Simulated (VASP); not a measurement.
# Os (P6_3/mmc) in VASP: a series of runs, part 2 of 2

VASP 6.6.1. Earlier steps stand in the parts before.

## 3. Single point, PBE

This run uses another cell than the first one, of the same volume but with other edges.

Contents of INCAR:

```
  PREC = Accurate
  ENCUT = 520
  EDIFF = 1E-6
  ISMEAR = 0
  SIGMA = 0.1
  LREAL = F
  LASPH = T
  NELM = 100
  ALGO = Fast
  ISIF = 2
  LWAVE = F
  LCHARG = T
  GGA = PE
  LELF = T
  LVHAR = T
  NBANDS = 15
  ISYM = 0
```

Contents of KPOINTS:

```
Automatic mesh
0
Gamma
  13 7 16
```

Contents of POSCAR:

```
Os
1.0
    2.7528310567      0.0000000000      0.0000000000
   -1.3764155284      4.9612963083      0.0000000000
    1.3764155284      1.1455794548      2.0907431293
Os
2
Direct
    0.5833333333      0.2500000000      0.0833333333
    0.4166666667      0.7500000000      0.9166666667
```

Potentials or basis: VASP PAW PBE potentials, release 64 (Os).

Launch:

```sh
$ cat potpaw_PBE.64/Os/POTCAR > POTCAR
$ mpirun -np 1 vasp_std > vasp.out
```

OUTCAR:

```text
PREC = Accurate
   ENCUT = 520
   EDIFF = 1E-6
   ISMEAR = 0
   LREAL = F
   LASPH = T
   NELM = 100
   ISIF = 2
   GGA = PE
   ISYM = 0

 ion  position               nearest neighbor table
   1  0.583  0.250  0.083-   2 2.69   2 2.69   2 2.69   2 2.69   2 2.69   2 2.69
   2  0.417  0.750  0.917-   1 2.69   1 2.69   1 2.69   1 2.69   1 2.69   1 2.69

IMPORTANT INFORMATION: All symmetrisations will be switched off!
NOSYMM: (Re-)initialisation of all symmetry stuff for point group C_1.

----------------------------------------------------------------------------------------

                                     Primitive cell

  volume of cell :      28.5546

  direct lattice vectors                    reciprocal lattice vectors
     2.752831057  0.000000000  0.000000000     0.363262394  0.100780112 -0.294369795
    -1.376415528  4.961296308  0.000000000     0.000000000  0.201560225 -0.110440756
     1.376415528  1.145579455  2.090743129     0.000000000  0.000000000  0.478298834

  length of vectors
     2.752831057  5.148687286  2.752831057     0.478298834  0.229834038  0.478298834

  position of ions in fractional coordinates (direct lattice)
     0.583333333  0.250000000  0.083333333
     0.416666667  0.750000000  0.916666667

  ion indices of the primitive-cell ions
   primitive index   ion index
                 1           1
                 2           2

----------------------------------------------------------------------------------------

 KPOINTS: Automatic mesh

Automatic generation of k-mesh.
 Grid dimensions read from file:
 generate k-points for:   13    7   16

 Generating k-lattice:

  Cartesian coordinates                     Fractional coordinates (reciprocal lattice)
     0.027943261  0.007752316 -0.022643830     0.076923077  0.000000000  0.000000000
     0.000000000  0.028794318 -0.015777251     0.000000000  0.142857143  0.000000000
     0.000000000  0.000000000  0.029893677     0.000000000  0.000000000  0.062500000

  Length of vectors
     0.036792218  0.032833434  0.029893677
[... 100 lines left out ...]
   LORBIT       =      0    0 simple, 1 ext, 2 COOP (PROOUT), +10 PAW based schemes
   GGA     = PE    functional components
   LHFCALC =     F    Hartree Fock is set to
   AEXX    =    0.0000 exact exchange contribution
   IVDW    =     0    specifies the selected vdW correction
   LEPSILON=     F    determine dielectric tensor
   LRPA    =     F    only Hartree local field effects (RPA)
 non-spin polarized calculation
 RMM-DIIS sequential band-by-band and
 Gauss-broadening in eV      SIGMA  =   0.10
  energy-cutoff  :      520.00
  volume of cell :       28.55
 maximum number of plane-waves:       784
   NGX = 11   NGY = 19   NGZ = 11

 number of electron      16.0000001 magnetization

 Free energy of the ion-electron system (eV)
  ---------------------------------------------------
  ext. energy  EPLUGINS =         0.00000000
  ---------------------------------------------------
  free energy    TOTEN  =       -22.50265719 eV

  energy without entropy =      -22.49632963  energy(sigma->0) =      -22.49949341

 E-fermi :   9.1988     XC(G=0): -13.9407

 val. band max:        9.1961923201   @ k =   0.0000   0.2857   0.3125
 cond. band min:       9.2011404681   @ k =   0.0769   0.4286   0.3125
 fundamental gap:      0.0049481480
 Fermi energy:         9.1988258564

 k-point     1 :       0.0000    0.0000    0.0000
  band No.  band energies     occupation
      1      -1.5979      2.00000
      2       1.5576      2.00000
      3       6.1949      2.00000
      4       6.1965      2.00000
      5       6.4346      2.00000
      6       7.0070      2.00000
      7       7.0086      2.00000
      8       7.6433      2.00000
      9       7.6457      2.00000
     10       9.1820      1.18783
     11      10.7925      0.00000
     12      10.7953      0.00000
     13      17.9840      0.00000
     14      23.2030      0.00000
[... 401 lines left out ...]
      2       2.2222      2.00000
      3       4.4267      2.00000
      4       4.5532      2.00000
      5       5.9735      2.00000
      6       6.1064      2.00000
      7       7.1714      2.00000
      8       7.2685      2.00000
      9       9.8542      0.00000
     10      10.0320      0.00000
     11      10.6354      0.00000
     12      10.9302      0.00000
     13      23.4718      0.00000
     14      23.8805      0.00000
     15      25.9559      0.00000

 [... further k-points ...]
[... 5 lines left out ...]
  --------------------------------------------------------------------------------------
  -------------------------------------------------------------------------------------
  Total        0.0755475     -0.2119632     -0.0130606     -0.0067898      0.1759813     -0.0012284
  in kB        4.2389182    -11.8931186     -0.7328230     -0.3809685      9.8741960     -0.0689258
  external PRESSURE =      -2.7956745 kB  Pullay stress =       0.0000000 kB

 VOLUME and BASIS-vectors are now :
 -----------------------------------------------------------------------------
  energy-cutoff  :      520.00
  volume of cell :       28.55
      direct lattice vectors                 reciprocal lattice vectors
     2.752831057  0.000000000  0.000000000     0.363262394  0.100780112 -0.294369795
    -1.376415528  4.961296308  0.000000000     0.000000000  0.201560225 -0.110440756
     1.376415528  1.145579455  2.090743129     0.000000000  0.000000000  0.478298834

 POSITION                                       TOTAL-FORCE (eV/Angst)
 -----------------------------------------------------------------------------------
      1.37642      1.33579      0.17423         0.029847      0.015076      0.024745
      1.37642      4.77109      1.91651        -0.029847     -0.015076     -0.024745
 -----------------------------------------------------------------------------------
    total drift:                                0.000000     -0.000000     -0.000000

  FREE ENERGIE OF THE ION-ELECTRON SYSTEM (eV)
  ---------------------------------------------------
  free  energy   TOTEN  =       -22.5026571909 eV

  energy  without entropy=      -22.4963296348  energy(sigma->0) =      -22.49949341
```

OSZICAR:

```text
N       E                     dE             d eps       ncg     rms          rms(c)
DAV:   1     0.102181019448E+03    0.10218E+03   -0.74439E+03 21878   0.102E+03
DAV:   2    -0.191011195561E+02   -0.12128E+03   -0.10613E+03 22248   0.326E+02
DAV:   3    -0.239055340876E+02   -0.48044E+01   -0.46373E+01 29970   0.568E+01
DAV:   4    -0.239419397414E+02   -0.36406E-01   -0.36353E-01 23558   0.516E+00
DAV:   5    -0.239421390632E+02   -0.19932E-03   -0.19931E-03 29942   0.355E-01    0.222E+01
RMM:   6    -0.228206683357E+02    0.11215E+01   -0.82822E-01 21898   0.681E+00    0.894E+00
RMM:   7    -0.225060427148E+02    0.31463E+00   -0.98799E-01 22299   0.601E+00    0.575E-01
RMM:   8    -0.225049108340E+02    0.11319E-02   -0.60337E-02 23853   0.295E+00    0.138E+00
RMM:   9    -0.225057830668E+02   -0.87223E-03   -0.17296E-02 24548   0.844E-01    0.395E-01
RMM:  10    -0.225026761569E+02    0.31069E-02   -0.91923E-03 22598   0.108E+00    0.158E-01
RMM:  11    -0.225026637785E+02    0.12378E-04   -0.44831E-04 24439   0.202E-01    0.242E-01
RMM:  12    -0.225026596343E+02    0.41442E-05   -0.22736E-05 25371   0.425E-02    0.166E-01
RMM:  13    -0.225026648887E+02   -0.52544E-05   -0.32734E-05 24535   0.495E-02    0.284E-02
RMM:  14    -0.225026573260E+02    0.75627E-05   -0.14966E-05 23578   0.419E-02    0.590E-02
RMM:  15    -0.225026571909E+02    0.13513E-06   -0.13105E-06 16302   0.111E-02
   1 F= -.22502657E+02 E0= -.22499493E+02  d E =-.632756E-02
```

stdout:

```text
POSCAR found type information on POSCAR Os
 POSCAR found :  1 types and       2 ions
 scaLAPACK will be used
 LDA part: xc-table for (Slater+PW92), standard interpolation
 -----------------------------------------------------------------------------
|                                                                             |
|           W    W    AA    RRRRR   N    N  II  N    N   GGGG   !!!           |
|           W    W   A  A   R    R  NN   N  II  NN   N  G    G  !!!           |
|           W    W  A    A  R    R  N N  N  II  N N  N  G       !!!           |
|           W WW W  AAAAAA  RRRRR   N  N N  II  N  N N  G  GGG   !            |
|           WW  WW  A    A  R   R   N   NN  II  N   NN  G    G                |
|           W    W  A    A  R    R  N    N  II  N    N   GGGG   !!!           |
|                                                                             |
|     Your reciprocal lattice and k-lattice belong to different lattice       |
|     classes:                                                                |
|                                                                             |
|        The reciprocal lattice is hexagonal,                                 |
|        whereas your k-lattice is triclinic.                                 |
|                                                                             |
|     Results are often still useful ...                                      |
|                                                                             |
 -----------------------------------------------------------------------------

 POSCAR, INCAR and KPOINTS ok, starting setup
 FFT: planning ... GRIDC
 FFT: planning ... GRID_SOFT
 FFT: planning ... GRID
 WAVECAR not read
 entering main loop
```

It took 3.8 min on 1 thread of Oxide Virtual Turin-like, shared host; peak memory 0.33 GiB.

Results:

```
Free energy            : -22.5027 eV
Pressure               : -0.3 GPa
Largest force          : 0.042 eV/Å
Band gap on the k mesh : zero (band 8 reaches 11.15 eV, above the bottom of band 9 at 7.46 eV)
```

Forces on the atoms (eV/Å):
```
Os   0.030  0.015  0.025
Os  -0.030 -0.015 -0.025
```

Stress tensor (GPa, compression positive):
```
 0.42 -0.04 -0.01
-0.04 -1.19  0.99
-0.01  0.99 -0.07
```

Levels at points of the mesh, in eV from the Fermi level:
```
           k point  band 5  band 6  band 7  band 8  band 9  band 10  band 11  band 12
(0.00, 0.00, 0.00)   -2.76   -2.19   -2.19   -1.56   -1.55    -0.02     1.59     1.60
(0.00, 0.00, 0.50)   -1.21   -1.21   -0.20   -0.20    2.25     2.25     3.17     3.17
```

Caveat: spin-orbit coupling is left out, which moves the levels of the heavy elements.
